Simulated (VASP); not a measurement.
# Cu8O (Cmmm) in VASP: single point with PBEsol

Aim: the single point of Cu8O with PBEsol.

Everything below comes from runs of VASP 6.6.1. Logs are shortened: lines on timing, memory, paths and dates and some standing lists are left out, and cuts for length are marked.

### Step 1. The cell of the first run

It takes space group Cmmm (No. 65, orthorhombic). The conventional cell has a = 6.176 Å, b = 6.319 Å, c = 5.437 Å, α = 90.00°, β = 90.00°, γ = 90.00°. Within 3.3 Å of Cu (site symmetry 2mm) lie 13 Cu at 2.51 to 3.19 Å and 2 O at 3.25 Å. Cu (site symmetry 2mm) has 1 O at 1.93 Å and 5 Cu at 2.32 to 2.57 Å within 2.6 Å. Cu (site symmetry m) has 1 O at 2.05 Å and 7 Cu at 2.47 to 2.59 Å within 2.7 Å. Within 2.6 Å of O (site symmetry mmm) lie 6 Cu at 1.93 to 2.05 Å.

### Step 2. Single point, PBEsol

INCAR reads:

```
SYSTEM = Cu8O
PREC = Accurate
ENCUT = 520
EDIFF = 1E-6
ISMEAR = 0
SIGMA = 0.1
LREAL = .False.
LASPH = .True.
NELM = 80
ALGO = Normal
ISIF = 2
LWAVE = .False.
LCHARG = .False.
GGA = PS
NBANDS = 57
```

KPOINTS reads:

```
Automatic mesh
0
Gamma
  8 8 8
  0 0 0
```

POSCAR reads:

```
Cu8O
1.0
    3.0877840000     -3.1595900000      0.0000000000
    3.0877840000      3.1595900000      0.0000000000
    0.0000000000      0.0000000000      5.4365760000
Cu O
8 1
Direct
    0.7879100000      0.7879100000      0.5000000000
    0.2120900000      0.2120900000      0.5000000000
    0.8118010000      0.8118010000      0.0000000000
    0.1881990000      0.1881990000      0.0000000000
    0.2758380000      0.7241620000      0.2728370000
    0.2758380000      0.7241620000      0.7271630000
    0.7241620000      0.2758380000      0.7271630000
    0.7241620000      0.2758380000      0.2728370000
    0.5000000000      0.5000000000      0.0000000000
```

Potentials or basis: VASP PAW PBE potentials, release 64 (Cu, O).

Started as:

```sh
$ cat potpaw_PBE.64/Cu/POTCAR potpaw_PBE.64/O/POTCAR > POTCAR
$ mpirun -np 1 vasp_std > vasp.out
```

OUTCAR:

```text
SYSTEM = Cu8O
   PREC = Accurate
   ENCUT = 520
   EDIFF = 1E-6
   ISMEAR = 0
   LREAL = .False.
   LASPH = .True.
   NELM = 80
   ISIF = 2
   GGA = PS

 ion  position               nearest neighbor table
   1  0.788  0.788  0.500-   5 2.51   6 2.51   7 2.51   8 2.51   7 2.59   8 2.59   5 2.59   6 2.59
                             2 2.62   3 2.72   3 2.72
   2  0.212  0.212  0.500-   5 2.51   6 2.51   7 2.51   8 2.51   7 2.59   8 2.59   5 2.59   6 2.59
                             1 2.62   4 2.72   4 2.72
   3  0.812  0.812  0.000-   9 1.93   4 2.32   6 2.57   7 2.57   8 2.57   5 2.57   1 2.72   1 2.72

   4  0.188  0.188  0.000-   9 1.93   3 2.32   6 2.57   7 2.57   8 2.57   5 2.57   2 2.72   2 2.72

   5  0.276  0.724  0.273-   9 2.05   6 2.47   1 2.51   2 2.51   3 2.57   4 2.57   1 2.59   2 2.59

   6  0.276  0.724  0.727-   9 2.05   5 2.47   1 2.51   2 2.51   3 2.57   4 2.57   1 2.59   2 2.59

   7  0.724  0.276  0.727-   9 2.05   8 2.47   1 2.51   2 2.51   3 2.57   4 2.57   1 2.59   2 2.59

   8  0.724  0.276  0.273-   9 2.05   7 2.47   1 2.51   2 2.51   3 2.57   4 2.57   1 2.59   2 2.59

   9  0.500  0.500  0.000-   3 1.93   4 1.93   5 2.05   6 2.05   7 2.05   8 2.05

  LATTYP: Found a base centered orthorhombic cell.
 ALAT       =     6.1755680000
 B/A-ratio  =     1.0232548650
 C/A-ratio  =     0.8803361893

  Lattice vectors:

 A1 = (   3.0877840000,  -3.1595900000,   0.0000000000)
 A2 = (   3.0877840000,   3.1595900000,   0.0000000000)
 A3 = (   0.0000000000,   0.0000000000,   5.4365760000)

Analysis of symmetry for initial positions (statically):
=====================================================================
 Subroutine PRICEL returns:
 Original cell was already a primitive cell.

 Routine SETGRP: Setting up the symmetry group for a
 base centered orthorhombic supercell.

 Subroutine GETGRP returns: Found  8 space group operations
 (whereof  8 operations were pure point group operations)
 out of a pool of  8 trial point group operations.

The static configuration has the point symmetry D_2h.

Analysis of symmetry for dynamics (positions and initial velocities):
=====================================================================
 Subroutine PRICEL returns:
 Original cell was already a primitive cell.

 Routine SETGRP: Setting up the symmetry group for a
 base centered orthorhombic supercell.

 Subroutine GETGRP returns: Found  8 space group operations
 (whereof  8 operations were pure point group operations)
 out of a pool of  8 trial point group operations.

The dynamic configuration has the point symmetry D_2h.

 Subroutine INISYM returns: Found  8 space group operations
 (whereof  8 operations are pure point group operations),
 and found     1 'primitive' translations

----------------------------------------------------------------------------------------

                                     Primitive cell

  volume of cell :     106.0799

  direct lattice vectors                    reciprocal lattice vectors
     3.087784000 -3.159590000  0.000000000     0.161928425 -0.158248380  0.000000000
     3.087784000  3.159590000  0.000000000     0.161928425  0.158248380  0.000000000
     0.000000000  0.000000000  5.436576000     0.000000000  0.000000000  0.183939303

  length of vectors
     4.417852306  4.417852306  5.436576000     0.226414144  0.226414144  0.183939303

  position of ions in fractional coordinates (direct lattice)
     0.787910000  0.787910000  0.500000000
     0.212090000  0.212090000  0.500000000
     0.811801000  0.811801000  0.000000000
     0.188199000  0.188199000  0.000000000
     0.275838000  0.724162000  0.272837000
     0.275838000  0.724162000  0.727163000
     0.724162000  0.275838000  0.727163000
     0.724162000  0.275838000  0.272837000
     0.500000000  0.500000000  0.000000000

  ion indices of the primitive-cell ions
   primitive index   ion index
                 1           1
                 2           2
                 3           3
                 4           4
                 5           5
                 6           6
                 7           7
                 8           8
                 9           9

----------------------------------------------------------------------------------------

 KPOINTS: Automatic mesh

Automatic generation of k-mesh.
 Grid dimensions read from file:
 generate k-points for:    8    8    8

 Generating k-lattice:

  Cartesian coordinates                     Fractional coordinates (reciprocal lattice)
     0.020241053 -0.019781048  0.000000000     0.125000000  0.000000000  0.000000000
     0.020241053  0.019781048  0.000000000     0.000000000  0.125000000  0.000000000
     0.000000000  0.000000000  0.022992413     0.000000000  0.000000000  0.125000000

  Length of vectors
     0.028301768  0.028301768  0.022992413

  Shift w.r.t. Gamma in fractional coordinates (k-lattice)
     0.000000000  0.000000000  0.000000000

 Subroutine IBZKPT returns following result:
 ===========================================

 Found    105 irreducible k-points:

 Following reciprocal coordinates:
            Coordinates               Weight
  0.000000  0.000000  0.000000      1.000000
  0.125000  0.000000  0.000000      4.000000
  0.250000  0.000000  0.000000      4.000000
  0.375000  0.000000  0.000000      4.000000
  0.500000  0.000000  0.000000      2.000000
  0.125000  0.125000  0.000000      2.000000
[... 16 lines left out ...]
  0.125000  0.000000  0.125000      8.000000
  0.250000  0.000000  0.125000      8.000000
 [... further k-points ...]
   k-points           NKPTS =    105   k-points in BZ     NKDIM =    105   number of bands    NBANDS=     57
   number of dos      NEDOS =    301   number of ions     NIONS =      9
   total plane-waves  NPLWV =  51840
   dimension x,y,z NGX =    36 NGY =   36 NGZ =   40
   dimension x,y,z NGXF=    72 NGYF=   72 NGZF=   80
   ions per type =               8   1
   NGX,Y,Z   is equivalent  to a cutoff of  13.55, 13.55, 12.23 a.u.
   NGXF,Y,Z  is equivalent  to a cutoff of  27.09, 27.09, 24.46 a.u.
 SYSTEM =  Cu8O
   PREC   = accura    normal or accurate (medium, high low for compatibility)
   ISTART =      0    job   : 0-new  1-cont  2-samecut
   ICHARG =      2    charge: 1-file 2-atom 10-const
   ISPIN  =      1    spin polarized calculation?
   LNONCOLLINEAR =      F non collinear calculations
   LSORBIT =      F    spin-orbit coupling
   LASPH  =      T    aspherical Exc in radial PAW
   ENCUT  =  520.0 eV  38.22 Ry    6.18 a.u.   8.21  8.21 10.11*2*pi/ulx,y,z
   NELM   =     80;   NELMIN=  2; NELMDL= -5     # of ELM steps
   EDIFF  = 0.1E-05   stopping-criterion for ELM
   LREAL  =      F    real-space projection
   EDIFFG = 0.1E-04   stopping-criterion for IOM
   NSW    =      0    number of steps for IOM
   IBRION =     -1    ionic relax: 0-MD 1-quasi-New 2-CG
   NFREE  =      0    steps in history (QN), initial steepest desc. (CG)
   ISIF   =      2    stress and relaxation
   ISYM   =      2    0-nonsym 1-usesym 2-fastsym
   POTIM  = 0.5000    time-step for ionic-motion
   TEBEG  =    0.0;   TEEND  =   0.0 temperature during run
   PSTRESS=    0.0 pullay stress
   NELECT =      94.0000    total number of electrons
   NUPDOWN=      -1.0000    fix difference up-down
   EMIN   =  10.00;   EMAX   =-10.00  energy-range for DOS
   EFERMI =   0.00;   METHOD = LEGACY
   ISMEAR =     0;   SIGMA  =   0.10  broadening in eV -4-tet -1-fermi 0-gaus
   EFERMI_NEDOS =   21; number of points for ismear=-14 and -15
   IALGO  =     38    algorithm
   IMIX   =      4    mixing-type and parameters
     AMIX     =   0.40;   BMIX     =  1.00
     AMIX_MAG =   1.60;   BMIX_MAG =  1.00
  volume/ion in A,a.u.               =      11.79        79.54
  Fermi-wavevector in a.u.,A,eV,Ry     =   1.572436  2.971474 33.641169  2.472556
  Thomas-Fermi vector in A             =   2.673871
   LORBIT       =      0    0 simple, 1 ext, 2 COOP (PROOUT), +10 PAW based schemes
   GGA     = PS    functional components
   LHFCALC =     F    Hartree Fock is set to
   AEXX    =    0.0000 exact exchange contribution
   IVDW    =     0    specifies the selected vdW correction
   LEPSILON=     F    determine dielectric tensor
   LRPA    =     F    only Hartree local field effects (RPA)
 non-spin polarized calculation
 Gauss-broadening in eV      SIGMA  =   0.10
  energy-cutoff  :      520.00
  volume of cell :      106.08
 maximum number of plane-waves:      2880
 NGX is ok and might be reduce to    36
   NGX = 17   NGY = 17   NGZ = 21

 number of electron      93.9999960 magnetization

 Free energy of the ion-electron system (eV)
  ---------------------------------------------------
  ext. energy  EPLUGINS =         0.00000000
  ---------------------------------------------------
  free energy    TOTEN  =       -39.82057223 eV

  energy without entropy =      -39.81137899  energy(sigma->0) =      -39.81597561

 E-fermi :   6.8368     XC(G=0): -12.5874

 val. band max:        6.8100147993   @ k =  -0.2500   0.2500   0.3750
 cond. band min:       6.8374570441   @ k =   0.3750   0.1250   0.0000
 fundamental gap:      0.0274422448
 Fermi energy:         6.8367586906

 k-point     1 :       0.0000    0.0000    0.0000
  band No.  band energies     occupation
      1     -13.1050      2.00000
      2      -1.2930      2.00000
      3      -0.2814      2.00000
      4      -0.1953      2.00000
      5      -0.0995      2.00000
      6       2.4385      2.00000
[... 49 lines left out ...]
     56      13.2586      0.00000
     57      13.8592      0.00000

 k-point     2 :       0.1250    0.0000    0.0000
  band No.  band energies     occupation
      1     -13.1006      2.00000
      2      -1.2751      2.00000
      3      -0.2648      2.00000
      4      -0.1983      2.00000
      5      -0.0581      2.00000
      6       2.3822      2.00000
[... 49 lines left out ...]
     56      13.6515      0.00000
     57      13.9120      0.00000
[... 1258 lines left out ...]
     56      13.6084      0.00000
     57      14.1897      0.00000

 k-point    24 :       0.2500    0.0000    0.1250
  band No.  band energies     occupation
      1     -13.0894      2.00000
      2      -1.2415      2.00000
      3      -0.3837      2.00000
      4      -0.0935      2.00000
      5       0.2501      2.00000
      6       2.2195      2.00000
[... 49 lines left out ...]
     56      13.5606      0.00000
     57      13.6856      0.00000

 [... further k-points ...]
[... 5 lines left out ...]
  --------------------------------------------------------------------------------------
  -------------------------------------------------------------------------------------
  Total       -3.2664314     -3.6929773     -3.3833751      0.0000000      0.0000000      0.0000000
  in kB      -49.3345328    -55.7768666    -51.1007912      0.0000000      0.0000000      0.0000000
  external PRESSURE =     -52.0707302 kB  Pullay stress =       0.0000000 kB

 VOLUME and BASIS-vectors are now :
 -----------------------------------------------------------------------------
  energy-cutoff  :      520.00
  volume of cell :      106.08
      direct lattice vectors                 reciprocal lattice vectors
     3.087784000 -3.159590000  0.000000000     0.161928425 -0.158248380  0.000000000
     3.087784000  3.159590000  0.000000000     0.161928425  0.158248380  0.000000000
     0.000000000  0.000000000  5.436576000     0.000000000  0.000000000  0.183939303

 POSITION                                       TOTAL-FORCE (eV/Angst)
 -----------------------------------------------------------------------------------
      4.86579      0.00000      2.71829         0.097655      0.000000      0.000000
      1.30978      0.00000      2.71829        -0.097655      0.000000     -0.000000
      5.01333      0.00000      0.00000         0.035532      0.000000      0.000000
      1.16224      0.00000      0.00000        -0.035532      0.000000     -0.000000
      3.08778      1.41652      1.48330        -0.000000     -0.017577     -0.002643
      3.08778      1.41652      3.95328        -0.000000     -0.017577      0.002643
      3.08778     -1.41652      3.95328        -0.000000      0.017577      0.002643
      3.08778     -1.41652      1.48330        -0.000000      0.017577     -0.002643
      3.08778      0.00000      0.00000         0.000000      0.000000      0.000000
 -----------------------------------------------------------------------------------
    total drift:                                0.000000     -0.000000      0.000000

  FREE ENERGIE OF THE ION-ELECTRON SYSTEM (eV)
  ---------------------------------------------------
  free  energy   TOTEN  =       -39.8205722325 eV

  energy  without entropy=      -39.8113789861  energy(sigma->0) =      -39.81597561
```

Wall time 14 min (1 thread of Oxide Virtual Turin-like, shared host); peak memory 0.5 GiB.

Results:

```
Free energy            : -39.8206 eV
Pressure               : -5.2 GPa
Largest force          : 0.098 eV/Å
Band gap on the k mesh : zero (band 47 reaches 8.43 eV, above the bottom of band 48 at 5.78 eV)
```

Forces in eV/Å, atoms in the order of the input:
```
Cu   0.098  0.000  0.000
Cu  -0.098  0.000  0.000
Cu   0.036  0.000  0.000
Cu  -0.036  0.000  0.000
Cu   0.000 -0.018 -0.003
Cu   0.000 -0.018  0.003
Cu   0.000  0.018  0.003
Cu   0.000  0.018 -0.003
O    0.000  0.000  0.000
```

Levels at points of the mesh, in eV from the Fermi level:
```tsv
k point	band 45	band 46	band 47	band 48	band 49	band 50
(0.00, 0.00, 0.00)	-0.95	-0.84	-0.29	0.56	1.89	2.63
(0.50, 0.00, 0.00)	-1.26	-1.06	0.05	0.83	1.10	2.56
(0.50, 0.50, 0.00)	-1.41	-1.32	-1.30	0.43	0.55	1.24
(0.00, 0.00, 0.50)	-0.92	-0.86	1.60	1.94	2.24	3.07
(0.50, 0.00, 0.50)	-1.33	-0.61	-0.31	-0.23	3.53	3.75
(0.50, 0.50, 0.50)	-1.29	-1.19	-1.16	-1.05	0.53	1.54
```

Caveat: the PAW data sets were made with another functional, which shifts forces and pressure a little. With open d or f shells a metallic result of PBEsol can be an artefact of self-interaction; +U or a hybrid may open a gap.
